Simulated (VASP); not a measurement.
# GaIr2 (Fd-3m) in VASP: notebook, part 2 of 2

VASP 6.6.1. The steps go on from the part before.

## (4) Relaxation of cell and atoms, PBE

INCAR

```
SYSTEM = GaIr2
ALGO = Normal ; EDIFF = 1E-6
EDIFFG = -0.04 ; ENCUT = 600
GGA = PE ; IBRION = 2
ISIF = 3 ; ISMEAR = 0
LASPH = .True. ; LCHARG = .False.
LREAL = .False. ; LWAVE = .False.
NELM = 60 ; NSW = 90
PREC = Accurate ; SIGMA = 0.1
```

KPOINTS

```
k-points
0
Gamma
  4 4 4
  0 0 0
```

POSCAR

```
GaIr2
1.0
    0.0000000000      3.5513719684      3.5513719684
    3.5513719684      0.0000000000      3.5513719684
    3.5513719684      3.5513719684      0.0000000000
Ga Ir
2 4
Direct
    0.0000000000      0.0000000000      0.0000000000
    0.2500000000      0.2500000000      0.2500000000
    0.6250000000      0.6250000000      0.6250000000
    0.1250000000      0.6250000000      0.6250000000
    0.6250000000      0.6250000000      0.1250000000
    0.6250000000      0.1250000000      0.6250000000
```

Potentials or basis: VASP PAW PBE potentials, release 64 (Ga_d, Ir).

Command:

```sh
> cat potpaw_PBE.64/Ga_d/POTCAR potpaw_PBE.64/Ir/POTCAR > POTCAR
> mpirun -np 1 vasp_std > vasp.out
```

OUTCAR:

```text
SYSTEM = GaIr2
   EDIFF = 1E-6
   EDIFFG = -0.04
   ENCUT = 600
   GGA = PE
   IBRION = 2
   ISIF = 3
   ISMEAR = 0
   LASPH = .True.
   LREAL = .False.
   NELM = 60
   NSW = 90
   PREC = Accurate

 ion  position               nearest neighbor table
   1  0.000  0.000  0.000-   5 2.94   6 2.94   4 2.94   5 2.94   4 2.94   6 2.94   3 2.94   3 2.94
                             3 2.94   4 2.94   5 2.94   6 2.94
   2  0.250  0.250  0.250-   4 2.94   6 2.94   4 2.94   5 2.94   5 2.94   6 2.94   3 2.94   6 2.94
                             3 2.94   3 2.94   4 2.94   5 2.94
   3  0.625  0.625  0.625-   4 2.51   5 2.51   6 2.51   5 2.51   6 2.51   4 2.51   1 2.94   2 2.94
                             1 2.94   2 2.94   1 2.94   2 2.94
   4  0.125  0.625  0.625-   3 2.51   5 2.51   6 2.51   3 2.51   5 2.51   6 2.51   2 2.94   1 2.94
                             2 2.94   1 2.94   1 2.94   2 2.94
   5  0.625  0.625  0.125-   3 2.51   3 2.51   4 2.51   6 2.51   6 2.51   4 2.51   1 2.94   2 2.94
                             1 2.94   2 2.94   1 2.94   2 2.94
   6  0.625  0.125  0.625-   3 2.51   5 2.51   3 2.51   4 2.51   5 2.51   4 2.51   1 2.94   2 2.94
                             1 2.94   2 2.94   1 2.94   2 2.94

  LATTYP: Found a face centered cubic cell.
 ALAT       =     7.1027439368

  Lattice vectors:

 A1 = (   0.0000000000,   3.5513719684,   3.5513719684)
 A2 = (   3.5513719684,   0.0000000000,   3.5513719684)
 A3 = (   3.5513719684,   3.5513719684,   0.0000000000)

[... 159 lines left out ...]

 number of electron      62.0000013 magnetization

 Free energy of the ion-electron system (eV)
  ---------------------------------------------------
  ext. energy  EPLUGINS =         0.00000000
  ---------------------------------------------------
  free energy    TOTEN  =       -38.14729237 eV

  energy without entropy =      -38.11694573  energy(sigma->0) =      -38.13211905

------------------------ aborting loop because EDIFF is reached ----------------------------------------

  FORCE on cell =-STRESS in cart. coord.  units (eV):
  Direction    XX          YY          ZZ          XY          YZ          ZX
  --------------------------------------------------------------------------------------
  -------------------------------------------------------------------------------------
  Total       15.5381174     15.5381174     15.5381174      0.0000000      0.0000000      0.0000000
  in kB      277.9012480    277.9012480    277.9012480      0.0000000      0.0000000      0.0000000
  external PRESSURE =     277.9012480 kB  Pullay stress =       0.0000000 kB
[... 107 lines left out ...]
--------------------------------------- Ionic step        4  -------------------------------------------

 number of electron      62.0000018 magnetization

 Free energy of the ion-electron system (eV)
  ---------------------------------------------------
  ext. energy  EPLUGINS =         0.00000000
  ---------------------------------------------------
  free energy    TOTEN  =       -38.94411106 eV

  energy without entropy =      -38.91961782  energy(sigma->0) =      -38.93186444

 E-fermi :   7.3020     XC(G=0): -12.4681

 val. band max:        7.2729753431   @ k =   0.0000   0.0000   0.0000
 cond. band min:       7.3693188767   @ k =   0.2500   0.2500   0.0000
 fundamental gap:      0.0963435336
 Fermi energy:         7.3020270367

 k-point     1 :       0.0000    0.0000    0.0000
  band No.  band energies     occupation
      1      -7.4463      2.00000
      2      -7.4463      2.00000
      3      -7.4463      2.00000
      4      -7.4400      2.00000
      5      -7.4400      2.00000
      6      -7.3729      2.00000
[... 342 lines left out ...]
  FREE ENERGIE OF THE ION-ELECTRON SYSTEM (eV)
  ---------------------------------------------------
  free  energy   TOTEN  =       -38.9441110635 eV

  energy  without entropy=      -38.9196178242  energy(sigma->0) =      -38.93186444

 reached required accuracy - stopping structural energy minimisation
```

OSZICAR:

```text
N       E                     dE             d eps       ncg     rms          rms(c)
DAV:   1     0.736177825729E+03    0.73618E+03   -0.31064E+04   634   0.286E+03
DAV:   2     0.576159067775E+02   -0.67856E+03   -0.65975E+03   592   0.722E+02
DAV:   3    -0.330603464532E+02   -0.90676E+02   -0.83264E+02   661   0.215E+02
[... 42 lines left out ...]
DAV:   3    -0.389451957703E+02    0.41619E-02   -0.81608E-03   749   0.925E-01    0.238E-01
DAV:   4    -0.389442145893E+02    0.98118E-03   -0.14163E-03   759   0.279E-01    0.709E-02
DAV:   5    -0.389441165737E+02    0.98016E-04   -0.19580E-04   700   0.153E-01    0.204E-02
DAV:   6    -0.389441118044E+02    0.47692E-05   -0.16756E-05   771   0.359E-02    0.710E-03
DAV:   7    -0.389441110635E+02    0.74095E-06   -0.21334E-06   442   0.123E-02
   4 F= -.38944111E+02 E0= -.38931864E+02  d E =-.796819E+00
```

Wall time 84 s (1 thread of Intel Xeon 6975P-C (Granite Rapids), shared host); peak memory 0.26 GiB.

Results:

```yaml
Free_energy: -38.9441 eV
Relaxed_volume: 16.68 Å³/atom
Relaxed_cell: a = 5.212 Å, b = 5.212 Å, c = 5.212 Å, α = 60.00°, β = 60.00°, γ = 60.00°
Space_group_after_relaxing_to_0.05_Å: Fd-3m (No. 227)
Energy_gained_by_relaxing: 132.8 meV/atom
Ionic_steps: 4
Pressure_after_relaxing: -0.4 GPa
Band_gap_on_the_k_mesh: zero (band 31 reaches 7.72 eV, above the bottom of band 32 at 7.12 eV)
```

The path:
```csv
step,energy change (eV),largest force (eV/Å),pressure (GPa),volume (Å³)
1,0.0000,0.0000,27.79,89.58
2,1.9295,0.0000,-24.60,127.53
3,-0.7906,0.0000,-1.90,100.95
4,-0.7968,0.0000,-0.38,100.10
```

Final structure:
```
Ga Ir
1.0
     0.00000    3.68532    3.68532
     3.68532    0.00000    3.68532
     3.68532    3.68532    0.00000
Ga Ir
2 4
Cartesian
  0.0000 0.0000 0.0000
  1.8427 1.8427 1.8427
  4.6067 4.6067 4.6067
  4.6067 2.7640 2.7640
  2.7640 2.7640 4.6067
  2.7640 4.6067 2.7640
```

Caveat: the k points lie up to 0.37 Å⁻¹ apart in the final cell; spin-orbit coupling is left out, which moves the levels of the heavy elements.

## (5) Single point, PBE

This run uses another cell than the first one, of 16.64 Å³/atom, 1.115 times its volume.

INCAR

```
ALGO = Fast
EDIFF = 1E-7
ENCUT = 520
GGA = PE
ISIF = 2
ISMEAR = 0
LASPH = True
LCHARG = False
LREAL = False
LWAVE = False
NBANDS = 40
NELM = 100
PREC = Accurate
SIGMA = 0.1
```

KPOINTS

```
k-points
0
Gamma
  10 10 10
```

POSCAR

```
GaIr2
1.0
    0.0000000000      3.6823184067      3.6823184067
    3.6823184067      0.0000000000      3.6823184067
    3.6823184067      3.6823184067      0.0000000000
Ga Ir
2 4
Direct
    0.5000000000      0.5000000000      0.5000000000
    0.7500000000      0.7500000000      0.7500000000
    0.1250000000      0.1250000000      0.1250000000
    0.6250000000      0.1250000000      0.1250000000
    0.1250000000      0.1250000000      0.6250000000
    0.1250000000      0.6250000000      0.1250000000
```

Command:

```sh
> cat potpaw_PBE.64/Ga_d/POTCAR potpaw_PBE.64/Ir/POTCAR > POTCAR
> mpirun -np 1 vasp_std > vasp.out
```

Wall time 3.1 min (1 thread of Intel Xeon 6975P-C (Granite Rapids), shared host); peak memory 0.34 GiB.

The run converged. Its results:

```
Free energy            : -38.9654 eV
Pressure               : 0.4 GPa
Band gap on the k mesh : zero (band 31 reaches 7.93 eV, above the bottom of band 32 at 7.13 eV)
```

Levels at points of the mesh, in eV from the Fermi level:
```tsv
k point	band 29	band 30	band 31	band 32	band 33	band 34
(0.00, 0.00, 0.00)	-0.13	-0.08	-0.08	-0.08	1.52	2.15
(0.50, 0.00, 0.00)	-0.50	-0.20	-0.20	0.06	0.55	1.17
(0.50, 0.50, 0.00)	-0.49	-0.49	-0.20	-0.20	-0.16	-0.16
```

Caveat: spin-orbit coupling is left out, which moves the levels of the heavy elements.

## (6) Relaxation of cell and atoms, PBE

This run uses another cell than the first one, of 16.61 Å³/atom, 1.112 times its volume.

INCAR

```
SYSTEM = GaIr2
PREC     = Accurate       ! precision mode
ENCUT    = 600            ! plane-wave cutoff, eV
EDIFF    = 1E-6           ! SCF threshold, eV
ISMEAR   = 0              ! smearing method
SIGMA    = 0.1            ! smearing width, eV
LREAL    = .False.        ! projectors in reciprocal space
LASPH    = .True.         ! aspherical terms in the spheres
NELM     = 100            ! most SCF steps
ALGO     = Fast           ! electronic algorithm
ISIF     = 3              ! what is computed and relaxed
LWAVE    = .False.        ! write WAVECAR
LCHARG   = .False.        ! write CHGCAR
GGA      = PE             ! functional
IBRION   = 2              ! ionic algorithm
NSW      = 100            ! ionic steps
EDIFFG   = -0.01          ! ionic threshold
```

KPOINTS

```
regular mesh
0
Gamma
  10 10 10
  0 0 0
```

POSCAR: that of step 5 with these lines changed.

```diff
@@ -2,5 +2,5 @@
 1.0
-    0.0000000000      3.6823184067      3.6823184067
-    3.6823184067      0.0000000000      3.6823184067
-    3.6823184067      3.6823184067      0.0000000000
+    0.0000000000      3.6796798974      3.6796798974
+    3.6796798974      0.0000000000      3.6796798974
+    3.6796798974      3.6796798974      0.0000000000
 Ga Ir
```

Potentials or basis: VASP PAW PBE potentials, release 64 (Ga_d, Ir).

Command:

```sh
> cat potpaw_PBE.64/Ga_d/POTCAR potpaw_PBE.64/Ir/POTCAR > POTCAR
> mpirun -np 1 vasp_std > vasp.out
```

OUTCAR:

```text
SYSTEM = GaIr2
   PREC = Accurate
   ENCUT = 600
   EDIFF = 1E-6
   ISMEAR = 0
   LREAL = .False.
   LASPH = .True.
   NELM = 100
   ISIF = 3
   GGA = PE
   IBRION = 2
   NSW = 100
   EDIFFG = -0.01

 ion  position               nearest neighbor table
   1  0.500  0.500  0.500-   3 3.05   5 3.05   3 3.05   5 3.05   4 3.05   6 3.05   4 3.05   6 3.05
                             6 3.05   3 3.05   5 3.05   4 3.05
   2  0.750  0.750  0.750-   4 3.05   6 3.05   4 3.05   6 3.05   3 3.05   5 3.05   3 3.05   5 3.05
                             3 3.05   5 3.05   4 3.05   6 3.05
   3  0.125  0.125  0.125-   4 2.60   5 2.60   6 2.60   5 2.60   6 2.60   4 2.60   1 3.05   2 3.05
                             1 3.05   2 3.05   1 3.05   2 3.05
   4  0.625  0.125  0.125-   3 2.60   5 2.60   6 2.60   3 2.60   5 2.60   6 2.60   2 3.05   2 3.05
                             1 3.05   1 3.05   2 3.05   1 3.05
   5  0.125  0.125  0.625-   3 2.60   3 2.60   4 2.60   6 2.60   6 2.60   4 2.60   1 3.05   2 3.05
                             1 3.05   2 3.05   1 3.05   2 3.05
   6  0.125  0.625  0.125-   3 2.60   5 2.60   3 2.60   4 2.60   5 2.60   4 2.60   2 3.05   2 3.05
                             1 3.05   1 3.05   1 3.05   2 3.05

  LATTYP: Found a face centered cubic cell.
 ALAT       =     7.3593597948

  Lattice vectors:

 A1 = (   0.0000000000,   3.6796798974,   3.6796798974)
 A2 = (   3.6796798974,   0.0000000000,   3.6796798974)
 A3 = (   3.6796798974,   3.6796798974,   0.0000000000)

Analysis of symmetry for initial positions (statically):
=====================================================================
 Subroutine PRICEL returns:
 Original cell was already a primitive cell.

 Routine SETGRP: Setting up the symmetry group for a
 face centered cubic supercell.

 Subroutine GETGRP returns: Found 48 space group operations
 (whereof 24 operations were pure point group operations)
 out of a pool of 48 trial point group operations.

The static configuration has the point symmetry T_d .
 The point group associated with its full space group is O_h .

Analysis of symmetry for dynamics (positions and initial velocities):
=====================================================================
 Subroutine PRICEL returns:
 Original cell was already a primitive cell.

 Routine SETGRP: Setting up the symmetry group for a
 face centered cubic supercell.

 Subroutine GETGRP returns: Found 48 space group operations
 (whereof 24 operations were pure point group operations)
 out of a pool of 48 trial point group operations.

The dynamic configuration has the point symmetry T_d .
 The point group associated with its full space group is O_h .

 Subroutine INISYM returns: Found 48 space group operations
 (whereof 24 operations are pure point group operations),
 and found     1 'primitive' translations

----------------------------------------------------------------------------------------

                                     Primitive cell

  volume of cell :      99.6461

  direct lattice vectors                    reciprocal lattice vectors
     0.000000000  3.679679897  3.679679897    -0.135881385  0.135881385  0.135881385
     3.679679897  0.000000000  3.679679897     0.135881385 -0.135881385  0.135881385
     3.679679897  3.679679897  0.000000000     0.135881385  0.135881385 -0.135881385

  length of vectors
     5.203853216  5.203853216  5.203853216     0.235353462  0.235353462  0.235353462

  position of ions in fractional coordinates (direct lattice)
     0.500000000  0.500000000  0.500000000
     0.750000000  0.750000000  0.750000000
[... 68 lines left out ...]
   number of dos      NEDOS =    301   number of ions     NIONS =      6
   total plane-waves  NPLWV =  74088
   dimension x,y,z NGX =    42 NGY =   42 NGZ =   42
   dimension x,y,z NGXF=    84 NGYF=   84 NGZF=   84
   ions per type =               2   4
   NGX,Y,Z   is equivalent  to a cutoff of  13.42, 13.42, 13.42 a.u.
   NGXF,Y,Z  is equivalent  to a cutoff of  26.84, 26.84, 26.84 a.u.
 SYSTEM =  GaIr2
   PREC   = accura    normal or accurate (medium, high low for compatibility)
   ISTART =      0    job   : 0-new  1-cont  2-samecut
   ICHARG =      2    charge: 1-file 2-atom 10-const
   ISPIN  =      1    spin polarized calculation?
   LNONCOLLINEAR =      F non collinear calculations
   LSORBIT =      F    spin-orbit coupling
   LASPH  =      T    aspherical Exc in radial PAW
   ENCUT  =  600.0 eV  44.10 Ry    6.64 a.u.  10.39 10.39 10.39*2*pi/ulx,y,z
   NELM   =    100;   NELMIN=  2; NELMDL= -5     # of ELM steps
   EDIFF  = 0.1E-05   stopping-criterion for ELM
   LREAL  =      F    real-space projection
   EDIFFG = -.1E-01   stopping-criterion for IOM
   NSW    =    100    number of steps for IOM
   IBRION =      2    ionic relax: 0-MD 1-quasi-New 2-CG
   NFREE  =      1    steps in history (QN), initial steepest desc. (CG)
   ISIF   =      3    stress and relaxation
   ISYM   =      2    0-nonsym 1-usesym 2-fastsym
   POTIM  = 0.5000    time-step for ionic-motion
   TEBEG  =    0.0;   TEEND  =   0.0 temperature during run
   PSTRESS=    0.0 pullay stress
   NELECT =      62.0000    total number of electrons
   NUPDOWN=      -1.0000    fix difference up-down
   EMIN   =  10.00;   EMAX   =-10.00  energy-range for DOS
   EFERMI =   0.00;   METHOD = LEGACY
   ISMEAR =     0;   SIGMA  =   0.10  broadening in eV -4-tet -1-fermi 0-gaus
   EFERMI_NEDOS =   21; number of points for ismear=-14 and -15
   IALGO  =     68    algorithm
   IMIX   =      4    mixing-type and parameters
     AMIX     =   0.40;   BMIX     =  1.00
     AMIX_MAG =   1.60;   BMIX_MAG =  1.00
  volume/ion in A,a.u.               =      16.61       112.07
  Fermi-wavevector in a.u.,A,eV,Ry     =   1.397608  2.641096 26.576368  1.953308
  Thomas-Fermi vector in A             =   2.520847
   LORBIT       =      0    0 simple, 1 ext, 2 COOP (PROOUT), +10 PAW based schemes
   GGA     = PE    functional components
   LHFCALC =     F    Hartree Fock is set to
   AEXX    =    0.0000 exact exchange contribution
   IVDW    =     0    specifies the selected vdW correction
   LEPSILON=     F    determine dielectric tensor
   LRPA    =     F    only Hartree local field effects (RPA)
 conjugate gradient relaxation of ions
 non-spin polarized calculation
 RMM-DIIS sequential band-by-band and
 Gauss-broadening in eV      SIGMA  =   0.10
  energy-cutoff  :      600.00
  volume of cell :       99.65
 maximum number of plane-waves:      3383
 NGX is ok and might be reduce to    42
   NGX = 21   NGY = 21   NGZ = 21

--------------------------------------- Ionic step        1  -------------------------------------------

 number of electron      62.0000010 magnetization

 Free energy of the ion-electron system (eV)
  ---------------------------------------------------
  ext. energy  EPLUGINS =         0.00000000
  ---------------------------------------------------
  free energy    TOTEN  =       -38.96487020 eV

  energy without entropy =      -38.92196671  energy(sigma->0) =      -38.94341846

------------------------ aborting loop because EDIFF is reached ----------------------------------------

  FORCE on cell =-STRESS in cart. coord.  units (eV):
  Direction    XX          YY          ZZ          XY          YZ          ZX
  --------------------------------------------------------------------------------------
  -------------------------------------------------------------------------------------
  Total        0.4754125      0.4754125      0.4754125      0.0000000      0.0000000      0.0000000
  in kB        7.6440071      7.6440071      7.6440071      0.0000000      0.0000000      0.0000000
  external PRESSURE =       7.6440071 kB  Pullay stress =       0.0000000 kB
[... 67 lines left out ...]
--------------------------------------- Ionic step        3  -------------------------------------------

 number of electron      62.0000013 magnetization

 Free energy of the ion-electron system (eV)
  ---------------------------------------------------
  ext. energy  EPLUGINS =         0.00000000
  ---------------------------------------------------
  free energy    TOTEN  =       -38.96580003 eV

  energy without entropy =      -38.92249633  energy(sigma->0) =      -38.94414818

 E-fermi :   7.3430     XC(G=0): -12.4694

 val. band max:        7.3261815812   @ k =  -0.4000   0.2000   0.1000
 cond. band min:       7.3472770303   @ k =  -0.4000   0.2000   0.0000
 fundamental gap:      0.0210954492
 Fermi energy:         7.3429945731

 k-point     1 :       0.0000    0.0000    0.0000
  band No.  band energies     occupation
      1      -7.4415      2.00000
      2      -7.4415      2.00000
      3      -7.4415      2.00000
      4      -7.4352      2.00000
      5      -7.4352      2.00000
      6      -7.3680      2.00000
[... 949 lines left out ...]
     36       9.7847      0.00000
     37      10.4289      0.00000

 [... further k-points ...]
[... 5 lines left out ...]
  --------------------------------------------------------------------------------------
  -------------------------------------------------------------------------------------
  Total       -0.0111931     -0.0111931     -0.0111931      0.0000000      0.0000000      0.0000000
  in kB       -0.1792568     -0.1792568     -0.1792568      0.0000000      0.0000000      0.0000000
  external PRESSURE =      -0.1792568 kB  Pullay stress =       0.0000000 kB
[... 21 lines left out ...]
  FREE ENERGIE OF THE ION-ELECTRON SYSTEM (eV)
  ---------------------------------------------------
  free  energy   TOTEN  =       -38.9658000252 eV

  energy  without entropy=      -38.9224963315  energy(sigma->0) =      -38.94414818

 reached required accuracy - stopping structural energy minimisation
```

It took 7.4 min on 1 thread of Intel Xeon 6975P-C (Granite Rapids), shared host; peak memory 0.39 GiB.

Results:

```yaml
Free_energy: -38.9658 eV
Relaxed_volume: 16.67 Å³/atom
Relaxed_cell: a = 5.211 Å, b = 5.211 Å, c = 5.211 Å, α = 60.00°, β = 60.00°, γ = 60.00°
Space_group_after_relaxing_to_0.05_Å: Fd-3m (No. 227)
Energy_gained_by_relaxing: 0.2 meV/atom
Ionic_steps: 3
Pressure_after_relaxing: 0.0 GPa
Band_gap_on_the_k_mesh: zero (band 31 reaches 7.91 eV, above the bottom of band 32 at 7.11 eV)
```

Step by step:
```tsv
step	energy change (eV)	largest force (eV/Å)	pressure (GPa)	volume (Å³)
1	0.0000	0.0000	0.76	99.65
2	0.0024	0.0000	-1.40	100.79
3	-0.0009	0.0000	-0.02	100.04
```

Final structure:
```
Ga Ir
1.0
     0.00000    3.68455    3.68455
     3.68455    0.00000    3.68455
     3.68455    3.68455    0.00000
Ga Ir
2 4
Direct
  0.50000 0.50000 0.50000
  0.75000 0.75000 0.75000
  0.12500 0.12500 0.12500
  0.62500 0.12500 0.12500
  0.12500 0.12500 0.62500
  0.12500 0.62500 0.12500
```

Caveat: spin-orbit coupling is left out, which moves the levels of the heavy elements.

## (7) Overview

```tsv
task	cell	k mesh	cutoff (eV)	gap on the mesh (eV)	pressure (GPa)	relaxed volume (Å³/atom)
single point	a = 5.022 Å, angles 60.0°, 6 atoms	4 × 4 × 4	520	none	27.7	-
single point	a = 5.204 Å, angles 60.0°, 6 atoms	4 × 4 × 4	520	none	0.4	-
relaxation of cell and atoms	relaxed from a = 5.022 Å, angles 60.0°, 6 atoms	4 × 4 × 4	600	none	-0.4	16.68
single point	a = 5.208 Å, angles 60.0°, 6 atoms	10 × 10 × 10	520	none	0.4	-
relaxation of cell and atoms	relaxed from a = 5.204 Å, angles 60.0°, 6 atoms	10 × 10 × 10	600	none	0.0	16.67
```

Alike in all rows: level PBE; potentials or basis VASP PAW PBE potentials, release 64 (Ga_d, Ir); no spin polarisation; smearing gaussian 0.1 eV.

Caveats: some runs use coarse meshes; spin-orbit coupling is left out, which moves the levels of the heavy elements.

Absolute energies hang on the potentials; compare differences alone.
